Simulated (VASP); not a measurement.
A run of VASP 6.6.1 is set up as follows.

The input INCAR:

```
SYSTEM = TeO4
ALGO = Normal
EDIFF = 1E-6
ENCUT = 600
GGA = PE
GGA_COMPAT = .FALSE.
ISIF = 2
ISMEAR = 0
LASPH = .TRUE.
LCHARG = .FALSE.
LREAL = .FALSE.
LWAVE = .FALSE.
NBANDS = 23
NELM = 120
PREC = Accurate
SIGMA = 0.2
```

The input KPOINTS:

```
k-points
0
G
  4 4 4
  0 0 0
```

Contents of POSCAR:

```
TeO4
1.0
    4.3238853331      0.0000000000      0.0000000000
   -2.1619426666      3.7445945416      0.0000000000
    0.0000000000      0.0000000000      3.8842393662
Te O
1 4
Direct
    0.0000000000      0.0000000000      0.0000000000
    0.5000000000      0.0000000000      0.0000000000
    0.0000000000      0.5000000000      0.0000000000
    0.5000000000      0.5000000000      0.0000000000
    0.0000000000      0.0000000000      0.5000000000
```

Potentials or basis: VASP PAW PBE potentials, release 64 (Te, O).

Run with:

```sh
$ cat potpaw_PBE.64/Te/POTCAR potpaw_PBE.64/O/POTCAR > POTCAR
$ mpirun -np 1 vasp_std > vasp.out
```

Task: Estimate the band gap on the k mesh.

Result: Zero (bands 15 and 16 overlap by 0.66 eV).

Task: What does it give for the pressure?

Result: -0.9 GPa.

Stress tensor (GPa, compression positive):
```
-1.06  0.00  0.00
 0.00 -1.06  0.00
 0.00  0.00 -0.67
```

Caveat: the k points lie up to 0.42 Å⁻¹ apart, too coarse for converged energies and pressures of a metal; spin-orbit coupling is left out, which moves the levels of the heavy elements.
